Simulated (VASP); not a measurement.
Te2Mo, a slab with vacuum:

```
Te Mo
1.0
     3.56023    0.00000    0.00000
    -1.78012    3.08325    0.00000
     0.00000    0.00000   17.52406
Te Mo
2 1
Direct
  0.33333 0.66667 0.89786
  0.33333 0.66667 0.10214
  0.00000 0.00000 0.00000
```

Base run:

| Quantity | Value |
| --- | --- |
| Program | VASP 6.6.1 |
| Functional | LDA |
| Potentials or basis | VASP PAW LDA potentials, release 64 (Te, Mo_sv) |
| Cutoff | 520 eV |
| k mesh | 7 × 7 × 2 |
| Occupations | gaussian, width 0.1 eV |
| Spin | no spin polarisation |

Its results: band gap on the k mesh 1.38 eV, direct; largest force 0.371 eV/Å.

Task: The run is repeated on the same cell with these changes: k mesh from 7 × 7 × 2 to 3 × 3 × 1. What comes out?

Result: Band gap on the k mesh 0.99 eV, direct; largest force 0.551 eV/Å.

Caveats: some runs use coarse meshes; spin-orbit coupling is left out, which moves the levels of the heavy elements.

A k mesh can miss the band edges.
